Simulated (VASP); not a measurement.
Input of a VASP 6.6.1 run:

INCAR

```
ALGO = Normal
EDIFF = 1E-7
ENCUT = 520
GGA = PE
ISIF = 2
ISMEAR = 0
LASPH = True
LCHARG = True
LELF = True
LREAL = False
LVHAR = True
LWAVE = False
NBANDS = 56
NELM = 60
PREC = Accurate
SIGMA = 0.1
```

KPOINTS

```
k-points
0
Gamma
  2 3 3
```

File POSCAR:

```
BeZn2Se3
1.0
    0.0000000000      0.0000000000      6.4466022000
    6.7729402164      0.0000000000      0.0000000000
   -3.3864701082      5.8655382858      0.0000000000
Be Zn Se
2 4 6
Direct
    0.4996150000      0.6666666667      0.3333333333
    0.4996150000      0.3333333333      0.6666666667
    0.0033280000      0.3415500000      0.3415500000
    0.0033280000      1.0000000000      0.6584500000
    0.0033280000      0.6584500000      0.0000000000
    0.4994360000      0.0000000000      0.0000000000
    0.3867860000      0.3578350000      0.3578350000
    0.3867860000      0.0000000000      0.6421650000
    0.3867860000      0.6421650000      0.0000000000
    0.8488520000      0.6666666667      0.3333333333
    0.8488520000      0.3333333333      0.6666666667
    0.8832870000      0.0000000000      0.0000000000
```

Potentials or basis: VASP PAW PBE potentials, release 64 (Be, Zn, Se).

Launch:

```bash
$ cat potpaw_PBE.64/Be/POTCAR potpaw_PBE.64/Zn/POTCAR potpaw_PBE.64/Se/POTCAR > POTCAR
$ mpirun -np 1 vasp_std > vasp.out
```

Task: Estimate the largest force.

Result: 0.014 eV/Å.

Task: Predict the band gap on the k mesh.

Result: 1.87 eV.

Task: Predict the pressure.

Result: 0.2 GPa.

Forces in eV/Å, atoms in the order of the input:
```
Be   0.000  0.000 -0.014
Be   0.000  0.000 -0.014
Zn   0.000  0.000  0.012
Zn   0.000  0.000  0.012
Zn   0.001  0.000  0.012
Zn   0.000  0.000 -0.008
Se  -0.006 -0.010  0.003
Se  -0.006  0.010  0.003
Se   0.011  0.000  0.003
Se   0.000  0.000 -0.008
Se   0.000  0.000 -0.008
Se   0.000  0.000  0.006
```

Caveat: the k points lie up to 0.49 Å⁻¹ apart.
